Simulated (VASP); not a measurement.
# Si (P6_3/mmc) in VASP: further runs, part 2 of 2

VASP 6.6.1. Earlier steps stand in the parts before.

## Step 4: Relaxation of cell and atoms, PBEsol

INCAR

```
SYSTEM = Si
ALGO     = Normal         ! electronic algorithm
EDIFF    = 1E-6           ! SCF threshold, eV
EDIFFG   = -0.01          ! ionic threshold
ENCUT    = 600            ! plane-wave cutoff, eV
GGA      = PS             ! functional
IBRION   = 2              ! ionic algorithm
ISIF     = 3              ! what is computed and relaxed
ISMEAR   = -1             ! smearing method
LASPH    = .True.         ! aspherical terms in the spheres
LCHARG   = .False.        ! write CHGCAR
LREAL    = .False.        ! projectors in reciprocal space
LWAVE    = .False.        ! write WAVECAR
NELM     = 80             ! most SCF steps
NSW      = 60             ! ionic steps
PREC     = Accurate       ! precision mode
SIGMA    = 0.05           ! smearing width, eV
```

KPOINTS

```
k-points
0
Gamma
  8 8 4
  0 0 0
```

POSCAR

```
Si
1.0
    3.8313174605      0.0000000000      0.0000000000
   -1.9156587303      3.3180182508      0.0000000000
    0.0000000000      0.0000000000      6.3326220002
Si
4
Direct
    0.6666666667      0.3333333333      0.9369905000
    0.3333333333      0.6666666667      0.4369905000
    0.6666666667      0.3333333333      0.5630095000
    0.3333333333      0.6666666667      0.0630095000
```

Potentials or basis: VASP PAW PBE potentials, release 64 (Si).

Started as:

```sh
> cat potpaw_PBE.64/Si/POTCAR > POTCAR
> mpirun -np 1 vasp_std > vasp.out
```

OUTCAR:

```text
SYSTEM = Si
   EDIFF = 1E-6
   EDIFFG = -0.01
   ENCUT = 600
   GGA = PS
   IBRION = 2
   ISIF = 3
   ISMEAR = -1
   LASPH = .True.
   LREAL = .False.
   NELM = 80
   NSW = 60
   PREC = Accurate

 ion  position               nearest neighbor table
   1  0.667  0.333  0.937-   4 2.35   4 2.35   4 2.35   3 2.37
   2  0.333  0.667  0.437-   3 2.35   3 2.35   3 2.35   4 2.37
   3  0.667  0.333  0.563-   2 2.35   2 2.35   2 2.35   1 2.37
   4  0.333  0.667  0.063-   1 2.35   1 2.35   1 2.35   2 2.37

  LATTYP: Found a hexagonal cell.
 ALAT       =     3.8313174605
 C/A-ratio  =     1.6528575524

  Lattice vectors:

 A1 = (   3.8313174605,   0.0000000000,   0.0000000000)
 A2 = (  -1.9156587303,   3.3180182508,   0.0000000000)
 A3 = (   0.0000000000,   0.0000000000,   6.3326220002)

Analysis of symmetry for initial positions (statically):
=====================================================================
 Subroutine PRICEL returns:
 Original cell was already a primitive cell.

 Routine SETGRP: Setting up the symmetry group for a
 hexagonal supercell.

 Subroutine GETGRP returns: Found 24 space group operations
 (whereof 12 operations were pure point group operations)
 out of a pool of 24 trial point group operations.

The static configuration has the point symmetry D_3d.
 The point group associated with its full space group is D_6h.

Analysis of symmetry for dynamics (positions and initial velocities):
=====================================================================
 Subroutine PRICEL returns:
 Original cell was already a primitive cell.

 Routine SETGRP: Setting up the symmetry group for a
 hexagonal supercell.

 Subroutine GETGRP returns: Found 24 space group operations
 (whereof 12 operations were pure point group operations)
 out of a pool of 24 trial point group operations.

The dynamic configuration has the point symmetry D_3d.
 The point group associated with its full space group is D_6h.

[... 134 lines left out ...]
 non-spin polarized calculation
  energy-cutoff  :      600.00
  volume of cell :       80.50
 maximum number of plane-waves:      2738
 NGX is ok and might be reduce to    32
   NGX = 15   NGY = 15   NGZ = 25

--------------------------------------- Ionic step        1  -------------------------------------------

 number of electron      16.0000000 magnetization

 Free energy of the ion-electron system (eV)
  ---------------------------------------------------
  ext. energy  EPLUGINS =         0.00000000
  ---------------------------------------------------
  free energy    TOTEN  =       -22.94492088 eV

  energy without entropy =      -22.94450204  energy(sigma->0) =      -22.94471146

------------------------ aborting loop because EDIFF is reached ----------------------------------------

  FORCE on cell =-STRESS in cart. coord.  units (eV):
  Direction    XX          YY          ZZ          XY          YZ          ZX
  --------------------------------------------------------------------------------------
  -------------------------------------------------------------------------------------
  Total       -0.1612993     -0.1612993     -0.1651526      0.0000000      0.0000000      0.0000000
  in kB       -3.2102041     -3.2102041     -3.2868932      0.0000000      0.0000000      0.0000000
  external PRESSURE =      -3.2357672 kB  Pullay stress =       0.0000000 kB
[... 63 lines left out ...]
--------------------------------------- Ionic step        3  -------------------------------------------

 number of electron      16.0000000 magnetization

 Free energy of the ion-electron system (eV)
  ---------------------------------------------------
  ext. energy  EPLUGINS =         0.00000000
  ---------------------------------------------------
  free energy    TOTEN  =       -22.94521280 eV

  energy without entropy =      -22.94477415  energy(sigma->0) =      -22.94499347

 E-fermi :   6.1637     XC(G=0):  -9.5417

 val. band max:        6.0318835544   @ k =   0.0000   0.0000   0.0000
 cond. band min:       6.3219852958   @ k =   0.5000   0.0000   0.0000
 fundamental gap:      0.2901017414
 Fermi energy:         6.1636933642

 k-point     1 :       0.0000    0.0000    0.0000
  band No.  band energies     occupation
      1      -6.2203      2.00000
      2      -3.9110      2.00000
      3      -1.2502      2.00000
      4       4.4973      2.00000
      5       4.4973      2.00000
      6       5.6761      1.99988
      7       6.0319      1.86631
      8       6.0319      1.86631
      9       6.9931      0.00000
     10       7.9761      0.00000
     11       7.9761      0.00000
     12       8.3273      0.00000
[... 331 lines left out ...]
 k-point    24 :       0.3750    0.0000    0.5000
  band No.  band energies     occupation
      1      -3.9110      2.00000
      2      -3.9110      2.00000
      3      -0.3943      2.00000
      4      -0.3943      2.00000
      5       3.3210      2.00000
      6       3.3210      2.00000
      7       3.7367      2.00000
      8       3.7367      2.00000
      9       6.9646      0.00000
     10       6.9646      0.00000
     11       8.2224      0.00000
     12       8.2224      0.00000

 [... further k-points ...]
[... 5 lines left out ...]
  --------------------------------------------------------------------------------------
  -------------------------------------------------------------------------------------
  Total        0.0077588      0.0077588     -0.0075449     -0.0000000      0.0000000      0.0000000
  in kB        0.1549583      0.1549583     -0.1506865     -0.0000000      0.0000000      0.0000000
  external PRESSURE =       0.0530767 kB  Pullay stress =       0.0000000 kB
[... 19 lines left out ...]
  FREE ENERGIE OF THE ION-ELECTRON SYSTEM (eV)
  ---------------------------------------------------
  free  energy   TOTEN  =       -22.9452128022 eV

  energy  without entropy=      -22.9447741478  energy(sigma->0) =      -22.94499347

 reached required accuracy - stopping structural energy minimisation
```

OSZICAR:

```text
N       E                     dE             d eps       ncg     rms          rms(c)
DAV:   1     0.354698801083E+02    0.35470E+02   -0.68485E+03   720   0.124E+03
DAV:   2    -0.210601688939E+02   -0.56530E+02   -0.52026E+02  1072   0.151E+02
DAV:   3    -0.233545432438E+02   -0.22944E+01   -0.22728E+01   924   0.303E+01
[... 16 lines left out ...]
       N       E                     dE             d eps       ncg     rms          rms(c)
DAV:   1    -0.229452836418E+02   -0.21016E-03   -0.20519E-03   792   0.274E-01    0.447E-02
DAV:   2    -0.229452385085E+02    0.45133E-04   -0.64800E-05   820   0.525E-02    0.276E-02
DAV:   3    -0.229452129491E+02    0.25559E-04   -0.42650E-05   764   0.357E-02    0.818E-03
DAV:   4    -0.229452128022E+02    0.14695E-06   -0.10658E-06   456   0.789E-03
   3 F= -.22945213E+02 E0= -.22944993E+02  d E =-.291927E-03
```

CONTCAR:

```text
Si
   1.00000000000000
     3.8268849475415552    0.0000000000000668    0.0000000000000000
    -1.9134424738206615    3.3141795819751962   -0.0000000000000000
    -0.0000000000000000    0.0000000000000000    6.3251206682154741
  Si
     4
Direct
     0.6666666667000030    0.3333333332999970    0.9370291619687792
     0.3333333332999970    0.6666666667000030    0.4370291619687792
     0.6666666667000030    0.3333333332999970    0.5629708380312208
     0.3333333332999970    0.6666666667000030    0.0629708380312208

  0.00000000E+00  0.00000000E+00  0.00000000E+00
  0.00000000E+00  0.00000000E+00  0.00000000E+00
  0.00000000E+00  0.00000000E+00  0.00000000E+00
  0.00000000E+00  0.00000000E+00  0.00000000E+00
```

It took 89 s on 1 thread of Intel Xeon 8259CL, shared host; peak memory 0.22 GiB.

What came out:

* Free energy: -22.9452 eV
* Relaxed volume: 20.06 Å³/atom
* Relaxed cell: a = 3.827 Å, b = 3.827 Å, c = 6.325 Å, α = 90.00°, β = 90.00°, γ = 120.00°
* Space group after relaxing (to 0.1 Å): P6_3/mmc (No. 194)
* Energy gained by relaxing: 0.1 meV/atom
* Ionic steps: 3
* Pressure after relaxing: 0.0 GPa
* Band gap on the k mesh: 0.29 eV (least direct gap 0.96 eV)

Step by step:
```tsv
step	energy change (eV)	largest force (eV/Å)	pressure (GPa)	volume (Å³)
1	0.0000	0.0085	-0.32	80.50
2	-0.0002	0.0041	0.23	80.03
3	-0.0003	0.0011	0.01	80.22
```

Final structure:
```xyz
4
Lattice="3.8269 0.0000 0.0000 -1.9134 3.3142 0.0000 0.0000 0.0000 6.3251" Properties=species:S:1:pos:R:3 pbc="T T T"
Si    1.9134    1.1047    5.9268
Si    0.0000    2.2095    2.7643
Si    1.9134    1.1047    3.5609
Si    0.0000    2.2095    0.3983
```

Levels at points of the mesh, in eV from the valence-band top:
| k point | band 5 | band 6 | band 7 | band 8 | band 9 | band 10 | band 11 | band 12 |
| --- | --- | --- | --- | --- | --- | --- | --- | --- |
| (0.00, 0.00, 0.00) | -1.53 | -0.36 | 0.00 | 0.00 | 0.96 | 1.94 | 1.94 | 2.30 |
| (0.50, 0.00, 0.00) | -4.73 | -3.09 | -3.05 | -1.45 | 0.29 | 2.27 | 2.89 | 3.04 |
| (0.00, 0.00, 0.50) | -0.94 | -0.94 | -0.94 | -0.94 | 1.74 | 1.74 | 2.92 | 2.92 |
| (0.50, 0.00, 0.50) | -2.48 | -2.48 | -2.45 | -2.45 | 0.81 | 0.81 | 1.56 | 1.56 |

Caveat: semilocal functionals underestimate gaps, and a narrow one can read as zero; the PAW data sets were made with another functional, which shifts forces and pressure a little. A k mesh can miss the band edges.

## Step 5: Single point, r2SCAN

This run uses another cell than the first one, of 19.72 Å³/atom.

POSCAR

```
Si
1.0
    3.8056031457      0.0000000000      0.0000000000
   -1.9028015729      3.2957490010      0.0000000000
    0.0000000000      0.0000000000      6.2901199008
Si
4
Direct
    0.6666666667      0.3333333333      0.9369905000
    0.3333333333      0.6666666667      0.4369905000
    0.6666666667      0.3333333333      0.5630095000
    0.3333333333      0.6666666667      0.0630095000
```

INCAR.step1

```
  PREC = Accurate
  ENCUT = 520
  ISMEAR = -1
  SIGMA = 0.05
  LREAL = F
  LASPH = T
  NELM = 60
  NBANDS = 16
  GGA = PE
  ALGO = Normal
  EDIFF = 1E-4
  LWAVE = T
  LCHARG = F
```

INCAR.step2

```
  PREC = Accurate
  ENCUT = 520
  EDIFF = 1E-6
  ISMEAR = -1
  SIGMA = 0.05
  LREAL = F
  LASPH = T
  NELM = 60
  ALGO = Normal
  ISIF = 2
  LWAVE = F
  LCHARG = T
  METAGGA = R2SCAN
  LMIXTAU = T
  LELF = T
  LVHAR = T
  NBANDS = 16
  ISTART = 1
```

KPOINTS

```
Automatic mesh
0
Gamma
  8 8 4
```

Potentials or basis: VASP PAW PBE potentials, release 64 (Si).

Started as:

```sh
> cat potpaw_PBE.64/Si/POTCAR > POTCAR
> cp INCAR.step1 INCAR
> mpirun -np 1 vasp_std > vasp.out
> cp INCAR.step2 INCAR
> mpirun -np 1 vasp_std > vasp.out
```

OUTCAR:

```text
PREC = Accurate
   ENCUT = 520
   EDIFF = 1E-6
   ISMEAR = -1
   LREAL = F
   LASPH = T
   NELM = 60
   ISIF = 2
   METAGGA = R2SCAN
   ISTART = 1

 ion  position               nearest neighbor table
   1  0.667  0.333  0.937-   4 2.34   4 2.34   4 2.34   3 2.35
   2  0.333  0.667  0.437-   3 2.34   3 2.34   3 2.34   4 2.35
   3  0.667  0.333  0.563-   2 2.34   2 2.34   2 2.34   1 2.35
   4  0.333  0.667  0.063-   1 2.34   1 2.34   1 2.34   2 2.35

  LATTYP: Found a hexagonal cell.
 ALAT       =     3.8056031457
 C/A-ratio  =     1.6528575524

  Lattice vectors:

 A1 = (   3.8056031457,   0.0000000000,   0.0000000000)
 A2 = (  -1.9028015729,   3.2957490010,   0.0000000000)
 A3 = (   0.0000000000,   0.0000000000,   6.2901199008)

Analysis of symmetry for initial positions (statically):
=====================================================================
 Subroutine PRICEL returns:
 Original cell was already a primitive cell.

 Routine SETGRP: Setting up the symmetry group for a
 hexagonal supercell.

 Subroutine GETGRP returns: Found 24 space group operations
 (whereof 12 operations were pure point group operations)
 out of a pool of 24 trial point group operations.

The static configuration has the point symmetry D_3d.
 The point group associated with its full space group is D_6h.

Analysis of symmetry for dynamics (positions and initial velocities):
=====================================================================
 Subroutine PRICEL returns:
 Original cell was already a primitive cell.

 Routine SETGRP: Setting up the symmetry group for a
 hexagonal supercell.

 Subroutine GETGRP returns: Found 24 space group operations
 (whereof 12 operations were pure point group operations)
 out of a pool of 24 trial point group operations.

The dynamic configuration has the point symmetry D_3d.
 The point group associated with its full space group is D_6h.

 Subroutine INISYM returns: Found 24 space group operations
[... 116 lines left out ...]
   ISMEAR =    -1;   SIGMA  =   0.05  broadening in eV -4-tet -1-fermi 0-gaus
   EFERMI_NEDOS =   21; number of points for ismear=-14 and -15
   IALGO  =     38    algorithm
   IMIX   =      4    mixing-type and parameters
     AMIX     =   0.40;   BMIX     =  1.00
     AMIX_MAG =   1.60;   BMIX_MAG =  1.00
  volume/ion in A,a.u.               =      19.72       133.10
  Fermi-wavevector in a.u.,A,eV,Ry     =   0.961840  1.817613 12.587231  0.925135
  Thomas-Fermi vector in A             =   2.091246
   LORBIT       =      0    0 simple, 1 ext, 2 COOP (PROOUT), +10 PAW based schemes
   METAGGA = R2SCAN    functional components
   LHFCALC =     F    Hartree Fock is set to
   AEXX    =    0.0000 exact exchange contribution
   IVDW    =     0    specifies the selected vdW correction
   LEPSILON=     F    determine dielectric tensor
   LRPA    =     F    only Hartree local field effects (RPA)
 non-spin polarized calculation
  energy-cutoff  :      520.00
  volume of cell :       78.89
 maximum number of plane-waves:      2146
   NGX = 15   NGY = 15   NGZ = 23

 number of electron      15.9999999 magnetization

 Free energy of the ion-electron system (eV)
  ---------------------------------------------------
  ext. energy  EPLUGINS =         0.00000000
  ---------------------------------------------------
  free energy    TOTEN  =       -35.03631499 eV

  energy without entropy =      -35.03626946  energy(sigma->0) =      -35.03629223

 E-fermi :   6.4457     XC(G=0):  -9.9108

 val. band max:        6.1722258995   @ k =   0.0000   0.0000   0.0000
 cond. band min:       6.7436554069   @ k =   0.5000   0.0000   0.0000
 fundamental gap:      0.5714295074
 Fermi energy:         6.4457224854

 k-point     1 :       0.0000    0.0000    0.0000
  band No.  band energies     occupation
      1      -6.7560      2.00000
      2      -4.3010      2.00000
      3      -1.4674      2.00000
      4       4.5278      2.00000
      5       4.5278      2.00000
      6       5.7880      2.00000
[... 433 lines left out ...]
      3      -0.5521      2.00000
      4      -0.5521      2.00000
      5       3.3183      2.00000
      6       3.3183      2.00000
[... 8 lines left out ...]
     15      14.6316      0.00000
     16      14.6316      0.00000

 [... further k-points ...]
[... 5 lines left out ...]
  --------------------------------------------------------------------------------------
  -------------------------------------------------------------------------------------
  Total        0.9526021      0.9526021      1.0530959     -0.0000000      0.0000000      0.0000000
  in kB       19.3457498     19.3457498     21.3866092     -0.0000000      0.0000000      0.0000000
  external PRESSURE =      20.0260363 kB  Pullay stress =       0.0000000 kB

 VOLUME and BASIS-vectors are now :
 -----------------------------------------------------------------------------
  energy-cutoff  :      520.00
  volume of cell :       78.89
      direct lattice vectors                 reciprocal lattice vectors
     3.805603146  0.000000000  0.000000000     0.262770437  0.151710582  0.000000000
    -1.902801573  3.295749001  0.000000000     0.000000000  0.303421165  0.000000000
     0.000000000  0.000000000  6.290119901     0.000000000  0.000000000  0.158979481

 POSITION                                       TOTAL-FORCE (eV/Angst)
 -----------------------------------------------------------------------------------
      1.90280      1.09858      5.89378         0.000000     -0.000000     -0.003468
     -0.00000      2.19717      2.74872        -0.000000      0.000000     -0.003468
      1.90280      1.09858      3.54140         0.000000     -0.000000      0.003468
     -0.00000      2.19717      0.39634         0.000000      0.000000      0.003468
 -----------------------------------------------------------------------------------
    total drift:                               -0.000000      0.000000     -0.000000

  FREE ENERGIE OF THE ION-ELECTRON SYSTEM (eV)
  ---------------------------------------------------
  free  energy   TOTEN  =       -35.0363149914 eV

  energy  without entropy=      -35.0362694614  energy(sigma->0) =      -35.03629223
```

OSZICAR.step1:

```text
N       E                     dE             d eps       ncg     rms          rms(c)
DAV:   1     0.261131682541E+02    0.26113E+02   -0.59708E+03   960   0.821E+02
DAV:   2    -0.201831042991E+02   -0.46296E+02   -0.42097E+02  1304   0.122E+02
DAV:   3    -0.219867547834E+02   -0.18037E+01   -0.17885E+01  1288   0.224E+01
DAV:   4    -0.220074472278E+02   -0.20692E-01   -0.20687E-01  1192   0.307E+00
DAV:   5    -0.220078135650E+02   -0.36634E-03   -0.36631E-03  1264   0.382E-01    0.704E+00
DAV:   6    -0.217414441449E+02    0.26637E+00   -0.10793E-01  1128   0.156E+00    0.430E+00
DAV:   7    -0.216207611680E+02    0.12068E+00   -0.22603E-01  1128   0.236E+00    0.260E-01
DAV:   8    -0.216229136667E+02   -0.21525E-02   -0.16119E-02  1168   0.641E-01    0.108E-01
DAV:   9    -0.216234004183E+02   -0.48675E-03   -0.64361E-04  1232   0.147E-01    0.840E-02
DAV:  10    -0.216235193209E+02   -0.11890E-03   -0.13078E-04  1040   0.580E-02    0.131E-02
DAV:  11    -0.216235216219E+02   -0.23010E-05   -0.63683E-06   600   0.151E-02
   1 F= -.21623522E+02 E0= -.21623405E+02  d E =-.233826E-03
```

Wall time 2.7 min (1 thread of Intel Xeon 8259CL, shared host); peak memory 0.19 GiB.

What came out:

```
Free energy            : -35.0363 eV
Pressure               : 2.0 GPa
Largest force          : 0.003 eV/Å
Band gap on the k mesh : 0.57 eV (least direct gap 1.43 eV)
```

Forces on the atoms (eV/Å):
```
Si   0.000  0.000 -0.003
Si   0.000  0.000 -0.003
Si   0.000  0.000  0.003
Si   0.000  0.000  0.003
```

Caveat: semilocal functionals underestimate gaps, and a narrow one can read as zero; the PAW data sets were made with another functional, which shifts forces and pressure a little.

## Step 6: The runs side by side

| task | level | potentials or basis | cell | cutoff (eV) | gap on the mesh (eV) | pressure (GPa) | relaxed volume (Å³/atom) |
| --- | --- | --- | --- | --- | --- | --- | --- |
| relaxation of cell and atoms | RPBE | VASP PAW PBE potentials, release 64 (Si) | relaxed from a = 3.831, b = 3.831, c = 6.333 Å, angles 90.0, 90.0, 120.0°, 4 atoms | 600 | 0.54 | 0.0 | 20.75 |
| relaxation of cell and atoms | LDA | VASP PAW LDA potentials, release 64 (Si) | relaxed from a = 3.831, b = 3.831, c = 6.333 Å, angles 90.0, 90.0, 120.0°, 4 atoms | 600 | 0.27 | 0.0 | 19.70 |
| relaxation of cell and atoms | PBEsol | VASP PAW PBE potentials, release 64 (Si) | relaxed from a = 3.831, b = 3.831, c = 6.333 Å, angles 90.0, 90.0, 120.0°, 4 atoms | 600 | 0.29 | 0.0 | 20.06 |
| single point | r2SCAN | VASP PAW PBE potentials, release 64 (Si) | a = 3.806, b = 3.806, c = 6.290 Å, angles 90.0, 90.0, 120.0°, 4 atoms | 520 | 0.57 | 2.0 | - |

Alike in all rows: no spin polarisation; k mesh 8 × 8 × 4; smearing fermi-dirac 0.05 eV.

Caveats: semilocal functionals underestimate gaps, and a narrow one can read as zero; the PAW data sets were made with another functional, which shifts forces and pressure a little (at least some runs).

Total energies depend on the potentials used, so only differences within one code and one set of settings carry meaning.
